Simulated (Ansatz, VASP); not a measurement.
## PIr2 in VASP and in Ansatz

INCAR

```
SYSTEM = PIr2
ALGO = Normal
EDIFF = 1E-6
EDIFFG = -0.005
ENCUT = 600
GGA = CA
IBRION = 2
ISIF = 3
ISMEAR = 0
LASPH = .TRUE.
LCHARG = .FALSE.
LREAL = .FALSE.
LWAVE = .FALSE.
NELM = 100
NSW = 70
PREC = Accurate
SIGMA = 0.1
```

The input KPOINTS:

```
k-points
0
G
  14 14 14
  0 0 0
```

File POSCAR:

```
PIr2
1.0
    0.0000000000      2.7929574773      2.7929574773
    2.7929574773      0.0000000000      2.7929574773
    2.7929574773      2.7929574773      0.0000000000
P Ir
1 2
Direct
    0.0000000000      0.0000000000      0.0000000000
    0.2500000000      0.2500000000      0.2500000000
    0.7500000000      0.7500000000      0.7500000000
```

Input for Ansatz:

```yaml
crystal:
  lattice:
    - [0.0, 2.7929574773, 2.7929574773]
    - [2.7929574773, 0.0, 2.7929574773]
    - [2.7929574773, 2.7929574773, 0.0]
  atoms:
    - { symbol: P, position: [0.0, 0.0, 0.0] }
    - { symbol: Ir, position: [0.25, 0.25, 0.25] }
    - { symbol: Ir, position: [0.75, 0.75, 0.75] }
basis:
  ecutwfc: 420
kpoints:
  mp_grid: { grid: [14, 14, 14] }
hamiltonian:
  xc: lda
scf:
  occupations: { method: gaussian, width: 0.1 }
output:
  forces: true
  stress: true
  eigenvalues: true
  write_density: true
  write_potential: true
  elf: true
  volumetric_format: npy
relax:
  adjacent_minimum: "off"
  f_tol: 0.005
  max_steps: 50
  cell: { stress_tol: 0.05 }
```

Alike in both runs: task relaxation of cell and atoms; functional LDA; k mesh 14 × 14 × 14; occupations gaussian, width 0.1 eV; no spin polarisation.

|  | VASP | Ansatz |
| --- | --- | --- |
| version | VASP 6.6.1 | Ansatz 0.2.0 |
| potentials or method | VASP PAW LDA potentials, release 64 (P, Ir), cutoff 600 eV | scalar-relativistic, plane waves, PAW |
| valence electrons in the cell | 23 | 39 |

VASP gave:

- gap on the k mesh at the Fermi level, each at its own relaxed structure (eV): none
- relaxed volume (Å³/atom): 14.00
- relaxed cell length with the largest relative difference (Å): 3.902

Estimate Ansatz's values.

gap on the k mesh at the Fermi level, each at its own relaxed structure (eV): none; relaxed volume (Å³/atom): 13.91; relaxed cell length with the largest relative difference (Å): 3.893.

LDA's correlation is that of Perdew and Zunger in VASP and of Perdew and Wang (1992) in Ansatz. A gap of «none» marks a metal or a gap that the smearing closes. VASP's potentials hold 23 valence electrons a cell and Ansatz's 39, so a difference there can come from the potentials and not from the codes.

Neither program's run includes spin-orbit coupling.
